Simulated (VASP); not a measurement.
A run of VASP 6.6.1:

Contents of INCAR:

```
PREC = Accurate
ENCUT = 520
EDIFF = 1E-8
ISMEAR = -1
SIGMA = 0.01
LREAL = F
LASPH = T
NELM = 80
ALGO = Normal
ISIF = 2
LWAVE = F
LCHARG = F
GGA = PE
LEFG = T
NBANDS = 16
```

File KPOINTS:

```
regular mesh
0
Gamma
  9 9 9
```

POSCAR

```
AgCl
1.0
    3.4902776466      0.0000000000      0.0000000000
    0.0000000000      3.4902776466      0.0000000000
    0.0000000000      0.0000000000      3.4902776466
Ag Cl
1 1
Direct
    0.0000000000      0.0000000000      0.0000000000
    0.5000000000      0.5000000000      0.5000000000
```

Potentials or basis: VASP PAW PBE potentials, release 64 (Ag, Cl).

Command:

```console
$ cat potpaw_PBE.64/Ag/POTCAR potpaw_PBE.64/Cl/POTCAR > POTCAR
$ mpirun -np 1 vasp_std > vasp.out
```

Hardware: 1 thread of Intel Xeon 8259CL, on a shared host.

**Question.** How long does it take, and how much memory?

**Answer.** Run time: 38 s on 1 thread of Intel Xeon 8259CL, with other jobs on the host, peak memory 0.17 GiB. Counts: scf iterations 16, k points 35.
